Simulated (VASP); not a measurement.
# HgTe (Fm-3m) in VASP: a series of runs

HgTe is run at these levels: HSE06; tasks: single point.

Program: VASP 6.6.1. These are calculated values, not measurements. Logs are shortened: lines on timing, memory, paths and dates and some standing lists are left out, and cuts for length are marked.

## Step 1: The cell of the first run

It takes space group Fm-3m (No. 225, cubic). Conventional cell: a = 6.444 Å, b = 6.444 Å, c = 6.444 Å, α = 90.00°, β = 90.00°, γ = 90.00°. Within 4.2 Å of Hg (site symmetry m-3m) lie 6 Te at 3.22 Å. Within 4.2 Å of Te (site symmetry m-3m) lie 6 Hg at 3.22 Å.

## Step 2: Single point, HSE06

POSCAR reads:

```
HgTe
1.0
    0.0000000000      3.2218469041      3.2218469041
    3.2218469041      0.0000000000      3.2218469041
    3.2218469041      3.2218469041      0.0000000000
Hg Te
1 1
Direct
    0.0000000000      0.0000000000      0.0000000000
    0.5000000000      0.5000000000      0.5000000000
```

INCAR.step1 reads:

```
  PREC = Accurate
  ENCUT = 520
  EDIFF = 1E-5
  ISMEAR = -1
  SIGMA = 0.05
  LREAL = False
  LASPH = True
  NELM = 100
  ALGO = Normal
  ISIF = 2
  LWAVE = True
  NBANDS = 16
  GGA = PE
```

INCAR.step2 reads:

```
  PREC = Accurate
  ENCUT = 520
  EDIFF = 1E-6
  ISMEAR = -1
  SIGMA = 0.05
  LREAL = False
  LASPH = True
  NELM = 100
  ALGO = Normal
  ISIF = 2
  LWAVE = False
  LCHARG = True
  GGA = PE
  LHFCALC = True
  HFSCREEN = 0.2079
  PRECFOCK = Normal
  LELF = True
  LVHAR = True
  NBANDS = 16
  ISTART = 1
```

KPOINTS reads:

```
Automatic mesh
0
Gamma
  4 4 4
```

Potentials or basis: VASP PAW PBE potentials, release 64 (Hg, Te).

The run is started by

```sh
$ cat potpaw_PBE.64/Hg/POTCAR potpaw_PBE.64/Te/POTCAR > POTCAR
$ cp INCAR.step1 INCAR
$ mpirun -np 1 vasp_std > vasp.out
$ cp INCAR.step2 INCAR
$ mpirun -np 1 vasp_std > vasp.out
```

OUTCAR:

```text
PREC = Accurate
   ENCUT = 520
   EDIFF = 1E-6
   ISMEAR = -1
   LREAL = False
   LASPH = True
   NELM = 100
   ISIF = 2
   GGA = PE
   LHFCALC = True
   HFSCREEN = 0.2079
   PRECFOCK = Normal
   ISTART = 1

 ion  position               nearest neighbor table
   1  0.000  0.000  0.000-   2 3.22   2 3.22   2 3.22   2 3.22   2 3.22   2 3.22
   2  0.500  0.500  0.500-   1 3.22   1 3.22   1 3.22   1 3.22   1 3.22   1 3.22

  LATTYP: Found a face centered cubic cell.
 ALAT       =     6.4436938082

  Lattice vectors:

 A1 = (   0.0000000000,   3.2218469041,   3.2218469041)
 A2 = (   3.2218469041,   0.0000000000,   3.2218469041)
 A3 = (   3.2218469041,   3.2218469041,   0.0000000000)

Analysis of symmetry for initial positions (statically):
=====================================================================
 Subroutine PRICEL returns:
 Original cell was already a primitive cell.

 Routine SETGRP: Setting up the symmetry group for a
 face centered cubic supercell.

 Subroutine GETGRP returns: Found 48 space group operations
 (whereof 48 operations were pure point group operations)
 out of a pool of 48 trial point group operations.

The static configuration has the point symmetry O_h .

Analysis of symmetry for dynamics (positions and initial velocities):
=====================================================================
 Subroutine PRICEL returns:
 Original cell was already a primitive cell.

 Routine SETGRP: Setting up the symmetry group for a
 face centered cubic supercell.

 Subroutine GETGRP returns: Found 48 space group operations
 (whereof 48 operations were pure point group operations)
 out of a pool of 48 trial point group operations.

The dynamic configuration has the point symmetry O_h .

 Subroutine INISYM returns: Found 48 space group operations
 (whereof 48 operations are pure point group operations),
 and found     1 'primitive' translations

----------------------------------------------------------------------------------------

                                     Primitive cell

  volume of cell :      66.8875

  direct lattice vectors                    reciprocal lattice vectors
     0.000000000  3.221846904  3.221846904    -0.155190490  0.155190490  0.155190490
     3.221846904  0.000000000  3.221846904     0.155190490 -0.155190490  0.155190490
     3.221846904  3.221846904  0.000000000     0.155190490  0.155190490 -0.155190490

  length of vectors
     4.556379588  4.556379588  4.556379588     0.268797814  0.268797814  0.268797814

  position of ions in fractional coordinates (direct lattice)
     0.000000000  0.000000000  0.000000000
     0.500000000  0.500000000  0.500000000

  ion indices of the primitive-cell ions
   primitive index   ion index
                 1           1
                 2           2

----------------------------------------------------------------------------------------

 KPOINTS: Automatic mesh

Automatic generation of k-mesh.
 Grid dimensions read from file:
 generate k-points for:    4    4    4

 Generating k-lattice:

  Cartesian coordinates                     Fractional coordinates (reciprocal lattice)
    -0.038797623  0.038797623  0.038797623     0.250000000  0.000000000  0.000000000
     0.038797623 -0.038797623  0.038797623     0.000000000  0.250000000  0.000000000
     0.038797623  0.038797623 -0.038797623     0.000000000  0.000000000  0.250000000

  Length of vectors
     0.067199453  0.067199453  0.067199453

  Shift w.r.t. Gamma in fractional coordinates (k-lattice)
     0.000000000  0.000000000  0.000000000

 Subroutine IBZKPT returns following result:
 ===========================================

 Found      8 irreducible k-points:

 Following reciprocal coordinates:
            Coordinates               Weight
  0.000000  0.000000  0.000000      1.000000
  0.250000  0.000000  0.000000      8.000000
  0.500000  0.000000  0.000000      4.000000
  0.250000  0.250000  0.000000      6.000000
  0.500000  0.250000  0.000000     24.000000
 -0.250000  0.250000  0.000000     12.000000
  0.500000  0.500000  0.000000      3.000000
 -0.250000  0.500000  0.250000      6.000000
   k-points           NKPTS =      8   k-points in BZ     NKDIM =     64   number of bands    NBANDS=     16
   number of dos      NEDOS =    301   number of ions     NIONS =      2
   total plane-waves  NPLWV =  46656
   dimension x,y,z NGX =    36 NGY =   36 NGZ =   36
   dimension x,y,z NGXF=    72 NGYF=   72 NGZF=   72
   ions per type =               1   1
   NGX,Y,Z   is equivalent  to a cutoff of  13.14, 13.14, 13.14 a.u.
   NGXF,Y,Z  is equivalent  to a cutoff of  26.27, 26.27, 26.27 a.u.
 SYSTEM =  unknown system
   PREC   = accura    normal or accurate (medium, high low for compatibility)
   ISTART =      1    job   : 0-new  1-cont  2-samecut
   ICHARG =      0    charge: 1-file 2-atom 10-const
   ISPIN  =      1    spin polarized calculation?
   LNONCOLLINEAR =      F non collinear calculations
   LSORBIT =      F    spin-orbit coupling
   LASPH  =      T    aspherical Exc in radial PAW
   ENCUT  =  520.0 eV  38.22 Ry    6.18 a.u.   8.47  8.47  8.47*2*pi/ulx,y,z
   NELM   =    100;   NELMIN=  2; NELMDL=  0     # of ELM steps
   EDIFF  = 0.1E-05   stopping-criterion for ELM
   LREAL  =      F    real-space projection
   EDIFFG = 0.1E-04   stopping-criterion for IOM
   NSW    =      0    number of steps for IOM
   IBRION =     -1    ionic relax: 0-MD 1-quasi-New 2-CG
   NFREE  =      0    steps in history (QN), initial steepest desc. (CG)
   ISIF   =      2    stress and relaxation
   ISYM   =      3    0-nonsym 1-usesym 2-fastsym
   POTIM  = 0.5000    time-step for ionic-motion
   TEBEG  =    0.0;   TEEND  =   0.0 temperature during run
   PSTRESS=    0.0 pullay stress
   NELECT =      18.0000    total number of electrons
   NUPDOWN=      -1.0000    fix difference up-down
   EMIN   =  10.00;   EMAX   =-10.00  energy-range for DOS
   EFERMI =   0.00;   METHOD = LEGACY
   ISMEAR =    -1;   SIGMA  =   0.05  broadening in eV -4-tet -1-fermi 0-gaus
   EFERMI_NEDOS =   21; number of points for ismear=-14 and -15
   IALGO  =     38    algorithm
   IMIX   =      1    mixing-type and parameters
     AMIX     =   0.40;   BMIX     =  1.00
     AMIX_MAG =   1.60;   BMIX_MAG =  1.00
  volume/ion in A,a.u.               =      33.44       225.69
  Fermi-wavevector in a.u.,A,eV,Ry     =   1.056941  1.997329 15.199400  1.117124
  Thomas-Fermi vector in A             =   2.192195
   LORBIT       =      0    0 simple, 1 ext, 2 COOP (PROOUT), +10 PAW based schemes
   GGA     = PE    functional components
   LHFCALC =     T    Hartree Fock is set to
   PRECFOCK=normal    Normal, Fast or Accurate (Low or Medium for compatibility)
   ENCUT4O =  -1.0   cutoff for four orbital integrals eV
   NKREDX  =     1    reduce k-point grid by
   NKREDY  =     1    reduce k-point grid by
   NKREDZ  =     1    reduce k-point grid by
   AEXX    =    0.2500 exact exchange contribution
   HFSCREEN=    0.2079 screening length (either q_TF or 0.3 A-1)
   HFSCREENC=   0.2079 screening length for correlation (either q_TF or 0.3 A-1)
   ENCUTFOCK=  -1.0 apply spherical cutoff to Coloumb kernel
   IVDW    =     0    specifies the selected vdW correction
   LEPSILON=     F    determine dielectric tensor
   LRPA    =     F    only Hartree local field effects (RPA)
 non-spin polarized calculation
  energy-cutoff  :      520.00
  volume of cell :       66.89
 maximum number of plane-waves:      1812
 NGX is ok and might be reduce to    36
  NGX = 28; NGY = 28; NGZ = 28

 number of electron      18.0000000 magnetization

 Free energy of the ion-electron system (eV)
  ---------------------------------------------------
  ext. energy  EPLUGINS =         0.00000000
  ---------------------------------------------------
  free energy    TOTEN  =        -3.98208270 eV

  energy without entropy =       -3.96987523  energy(sigma->0) =       -3.97597896

 E-fermi :   2.5412     XC(G=0):  -7.5869

 val. band max:        2.5268342827   @ k =   0.5000   0.0000   0.0000
 cond. band min:       3.1729975167   @ k =   0.5000   0.2500   0.0000
 fundamental gap:      0.6461632340
 Fermi energy:         2.5412189188

 k-point     1 :       0.0000    0.0000    0.0000
  band No.  band energies     occupation
      1      -9.6750      2.00000
      2      -5.1615      2.00000
      3      -5.1615      2.00000
      4      -5.1128      2.00000
      5      -5.1128      2.00000
      6      -5.1128      2.00000
      7       1.2238      2.00000
      8       1.8721      2.00000
      9       1.8721      2.00000
     10       1.8721      2.00000
     11      10.6180      0.00000
     12      10.6180      0.00000
     13      10.6180      0.00000
     14      10.6664      0.00000
     15      10.6664      0.00000
     16      10.6664      0.00000

 k-point     2 :       0.2500    0.0000    0.0000
  band No.  band energies     occupation
      1      -9.2717      2.00000
      2      -5.2605      2.00000
      3      -5.2605      2.00000
      4      -5.1458      2.00000
      5      -5.0657      2.00000
      6      -5.0657      2.00000
      7      -1.5467      2.00000
      8       2.1688      1.99884
      9       2.1688      1.99884
     10       4.4265      0.00000
     11       7.6796      0.00000
     12       8.4033      0.00000
     13       8.4033      0.00000
     14      10.8882      0.00000
     15      11.7973      0.00000
     16      11.7973      0.00000

 k-point     3 :       0.5000    0.0000    0.0000
  band No.  band energies     occupation
      1      -8.7480      2.00000
      2      -5.3590      2.00000
      3      -5.3590      2.00000
      4      -5.2410      2.00000
      5      -5.0135      2.00000
      6      -5.0135      2.00000
      7      -2.9676      2.00000
      8       2.5268      1.14287
      9       2.5268      1.14286
     10       5.6888      0.00000
     11       6.0840      0.00000
     12       7.1324      0.00000
     13       7.1324      0.00000
     14      13.0524      0.00000
     15      13.8894      0.00000
     16      13.8894      0.00000

 k-point     4 :       0.2500    0.2500    0.0000
  band No.  band energies     occupation
      1      -9.2166      2.00000
      2      -5.2469      2.00000
      3      -5.1500      2.00000
      4      -5.1324      2.00000
      5      -5.0539      2.00000
      6      -5.0539      2.00000
      7      -0.9522      2.00000
      8       1.2113      2.00000
      9       1.2113      2.00000
     10       3.5791      0.00000
     11       8.0876      0.00000
     12       8.7480      0.00000
     13      10.2799      0.00000
     14      10.2799      0.00000
     15      13.9216      0.00000
     16      13.9235      0.00000

 k-point     5 :       0.5000    0.2500    0.0000
  band No.  band energies     occupation
      1      -8.8338      2.00000
      2      -5.2345      2.00000
      3      -5.1625      2.00000
      4      -5.0898      2.00000
      5      -4.9960      2.00000
      6      -4.9362      2.00000
      7      -2.2316      2.00000
      8       0.5663      2.00000
      9       1.3703      2.00000
     10       3.1730      0.00001
     11       8.1126      0.00000
     12       9.2369      0.00000
     13       9.7801      0.00000
     14      10.9891      0.00000
     15      14.3329      0.00000
     16      14.5552      0.00000

 k-point     6 :      -0.2500    0.2500    0.0000
  band No.  band energies     occupation
      1      -8.8873      2.00000
      2      -5.3310      2.00000
      3      -5.2416      2.00000
      4      -5.1165      2.00000
      5      -5.0366      2.00000
      6      -4.9807      2.00000
      7      -2.1516      2.00000
      8       0.3756      2.00000
      9       2.3906      1.90630
     10       4.8403      0.00000
     11       6.9494      0.00000
     12       7.7531      0.00000
     13       9.3178      0.00000
     14      11.9235      0.00000
     15      13.2144      0.00000
     16      13.8663      0.00000

 k-point     7 :       0.5000    0.5000    0.0000
  band No.  band energies     occupation
      1      -8.9044      2.00000
      2      -5.1871      2.00000
      3      -5.1032      2.00000
      4      -4.9690      2.00000
      5      -4.9690      2.00000
      6      -4.5291      2.00000
      7      -1.2024      2.00000
      8       0.0395      2.00000
      9       0.5519      2.00000
     10       0.5519      2.00000
     11       8.0057      0.00000
     12      11.6914      0.00000
     13      11.6914      0.00000
     14      11.9780      0.00000
     15      15.4737      0.00000
     16      15.7134      0.00000

 k-point     8 :      -0.2500    0.5000    0.2500
  band No.  band energies     occupation
      1      -8.7852      2.00000
      2      -5.2652      2.00000
      3      -5.1012      2.00000
      4      -5.1012      2.00000
      5      -4.9690      2.00000
      6      -4.6516      2.00000
      7      -1.4980      2.00000
      8      -0.3797      2.00000
      9      -0.3797      2.00000
     10       4.1884      0.00000
     11       7.6316      0.00000
     12       9.7233      0.00000
     13       9.7233      0.00000
     14      13.1293      0.00000
     15      13.1293      0.00000
     16      15.7069      0.00000

------------------------ aborting loop because EDIFF is reached ----------------------------------------

  FORCE on cell =-STRESS in cart. coord.  units (eV):
  Direction    XX          YY          ZZ          XY          YZ          ZX
  --------------------------------------------------------------------------------------
  -------------------------------------------------------------------------------------
  Total       -2.2212520     -2.2212520     -2.2212520      0.0000000      0.0000000     -0.0000000
  in kB      -53.2063809    -53.2063809    -53.2063809      0.0000000      0.0000000     -0.0000000
  external PRESSURE =     -53.2063809 kB  Pullay stress =       0.0000000 kB

 VOLUME and BASIS-vectors are now :
 -----------------------------------------------------------------------------
  energy-cutoff  :      520.00
  volume of cell :       66.89
      direct lattice vectors                 reciprocal lattice vectors
     0.000000000  3.221846904  3.221846904    -0.155190490  0.155190490  0.155190490
     3.221846904  0.000000000  3.221846904     0.155190490 -0.155190490  0.155190490
     3.221846904  3.221846904  0.000000000     0.155190490  0.155190490 -0.155190490

 POSITION                                       TOTAL-FORCE (eV/Angst)
 -----------------------------------------------------------------------------------
      0.00000      0.00000      0.00000        -0.000000     -0.000000      0.000000
      3.22185      3.22185      3.22185         0.000000      0.000000     -0.000000
 -----------------------------------------------------------------------------------
    total drift:                                0.000000      0.000000      0.000000

  FREE ENERGIE OF THE ION-ELECTRON SYSTEM (eV)
  ---------------------------------------------------
  free  energy   TOTEN  =        -3.9820826998 eV

  energy  without entropy=       -3.9698752271  energy(sigma->0) =       -3.97597896
```

Wall time 14 min (1 thread of Intel Xeon Platinum 8259CL at 2.50GHz (Skylake/Cascade Lake), shared host); peak memory 0.31 GiB.

What came out:

| Quantity | Value |
| --- | --- |
| Free energy | -3.9821 eV |
| Pressure | -5.3 GPa |
| Band gap on the k mesh | zero (bands 9 and 10 overlap by 1.97 eV) |

Caveat: the k points lie up to 0.42 Å⁻¹ apart, too coarse for converged energies and pressures of a metal; the PAW data sets were made with another functional, which shifts forces and pressure a little; spin-orbit coupling is left out, which moves the levels of the heavy elements.

(Part 1 of 2 ends here.)
